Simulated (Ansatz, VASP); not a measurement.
# MgS: VASP beside Ansatz

```xyz
2
Lattice="0.0000 2.5642 2.5642 2.5642 0.0000 2.5642 2.5642 2.5642 0.0000" Properties=species:S:1:pos:R:3 pbc="T T T"
Mg    0.0000    0.0000    0.0000
S     2.5642    2.5642    2.5642
```

Alike in both runs: functional LDA; k mesh 16 × 16 × 16; occupations fermi-dirac, width 0.1 eV; no spin polarisation.

Ansatz relaxed the structure, and its values are those at the end. VASP's run is a single point on that final structure, the one shown.

|  | VASP | Ansatz |
| --- | --- | --- |
| version | VASP 6.6.1 | Ansatz 0.2.0 |
| potentials or method | VASP PAW LDA potentials, release 64 (Mg, S) | PAW with Ansatz's default frozen-core files, scalar-relativistic |
| plane-wave cutoff (eV) | 520 | 420 |
| valence electrons in the cell | 8 | 16 |

Ansatz gave:

* pressure (GPa): 0.0

Problem. What did VASP give for the same quantities?

Solution. Pressure (GPa): -0.6.

LDA's correlation is that of Perdew and Zunger in VASP and of Perdew and Wang (1992) in Ansatz. VASP's potentials hold 8 valence electrons a cell and Ansatz's 16, so a difference there can come from the potentials and not from the codes.
